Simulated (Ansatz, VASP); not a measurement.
**Rb: VASP beside Ansatz**

```
Rb
1.0
    -2.80250    2.80250    2.80250
     2.80250   -2.80250    2.80250
     2.80250    2.80250   -2.80250
Rb
1
Cartesian
  0.0000 0.0000 0.0000
```

Alike in both runs: task relaxation of cell and atoms; functional PBEsol; k mesh 7 × 7 × 7; occupations fermi-dirac, width 0.05 eV; no spin polarisation.

```csv
,VASP,Ansatz
version,VASP 6.6.1,Ansatz 0.2.0
potentials or method,"VASP PAW PBE potentials, release 64 (Rb_sv)",Ansatz PAW
plane-wave cutoff (eV),600,420
valence electrons in the cell,9,9
```

Ansatz gave:

* gap on the k mesh at the Fermi level, each at its own relaxed structure (eV): none
* relaxed volume (Å³/atom): 86.05
* relaxed cell length with the largest relative difference (Å): 4.817

Question: Which values does VASP return?

Answer: gap on the k mesh at the Fermi level, each at its own relaxed structure (eV): none; relaxed volume (Å³/atom): 86.34; relaxed cell length with the largest relative difference (Å): 4.823.

VASP's potentials were made for PBE, not for PBEsol. A gap of «none» marks a metal or a gap that the smearing closes.

Noted on Ansatz's run: the plane-wave basis is chosen anew once the cell has moved, so the energies of steps on either side of that aren't comparable.
